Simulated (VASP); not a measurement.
## SiO2: relaxation of cell and atoms with PBE+D3(BJ)

SiO2:

```
CELL_PARAMETERS angstrom
4.18650 0.00000 0.00000
0.00000 4.18650 0.00000
0.00000 0.00000 2.66840
ATOMIC_POSITIONS crystal
Si 0.00000 0.00000 0.00000
Si 0.50000 0.50000 0.50000
O 0.30590 0.30590 0.00000
O 0.19410 0.80590 0.50000
O 0.69410 0.69410 0.00000
O 0.80590 0.19410 0.50000
```

```json
{
  "Program": "VASP 6.6.1",
  "Task": "relaxation of cell and atoms",
  "Functional": "PBE",
  "Dispersion": "D3(BJ)",
  "Potentials or basis": "VASP PAW PBE potentials, release 64 (Si, O)",
  "Cutoff": "600 eV",
  "k mesh": "6 × 6 × 8",
  "Occupations": "gaussian, width 0.02 eV",
  "Spin": "no spin polarisation",
  "Dipole correction": "no",
  "Further INCAR settings": "ALGO = Normal; EDIFF = 1e-07; IBRION = 2; EDIFFG = -0.002; NSW = 100; ISIF = 3"
}
```

```
Relaxed volume                        : 7.89 Å³/atom
Relaxed cell                          : a = 4.200 Å, b = 4.200 Å, c = 2.684 Å, α = 90.00°, β = 90.00°, γ = 90.00°
Space group after relaxing (to 0.1 Å) : P4_2/mnm (No. 136)
Energy gained by relaxing             : 1.3 meV/atom
Ionic steps                           : 6
Pressure after relaxing               : 0.0 GPa
Band gap on the k mesh                : 5.30 eV
Dispersion energy per atom            : -0.236 eV
```

The path:
```
step  energy change (eV)  largest force (eV/Å)  pressure (GPa)  volume (Å³)
   1              0.0000                0.0561            4.04        46.77
   2              0.0061                0.1786           -5.13        48.11
   3             -0.0076                0.0486            0.00        47.34
   4             -0.0078                0.0198            0.00        47.36
   5             -0.0078                0.0017            0.00        47.35
   6             -0.0078                0.0001            0.02        47.35
```

Final structure:
```
Si O
1.0
     4.19985    0.00000    0.00000
     0.00000    4.19985    0.00000
     0.00000    0.00000    2.68435
Si O
2 4
Cartesian
  4.1998 0.0000 0.0000
  2.0999 2.0999 1.3422
  1.2850 1.2850 2.6844
  0.8150 3.3849 1.3422
  2.9149 2.9149 0.0000
  3.3849 0.8150 1.3422
```

Levels at points of the mesh, in eV from the valence-band top:
| k point | band 12 | band 13 | band 14 | band 15 | band 16 | band 17 | band 18 | band 19 | band 20 |
| --- | --- | --- | --- | --- | --- | --- | --- | --- | --- |
| (0.00, 0.00, 0.00) | -3.10 | -2.51 | -0.87 | -0.87 | 0.00 | 5.30 | 6.62 | 8.34 | 8.34 |
| (0.50, 0.00, 0.00) | -3.81 | -2.66 | -2.66 | -1.05 | -1.05 | 7.51 | 7.51 | 8.94 | 8.94 |
| (0.50, 0.50, 0.00) | -3.23 | -2.64 | -2.64 | -2.22 | -2.22 | 7.21 | 7.21 | 9.90 | 9.90 |
| (0.00, 0.00, 0.50) | -4.58 | -3.00 | -3.00 | -2.62 | -2.62 | 8.87 | 8.87 | 12.48 | 12.48 |
| (0.50, 0.00, 0.50) | -3.92 | -2.24 | -2.24 | -1.72 | -1.72 | 8.61 | 8.61 | 9.69 | 9.69 |
| (0.50, 0.50, 0.50) | -4.44 | -1.73 | -1.73 | -1.52 | -1.52 | 6.97 | 6.97 | 10.91 | 10.91 |

Wall time 3.6 min on 1 thread of Intel Xeon 8259CL, with other jobs on the host, peak memory 0.22 GiB.

A k mesh can miss the band edges. Zero-point motion and thermal expansion aren't in these numbers.
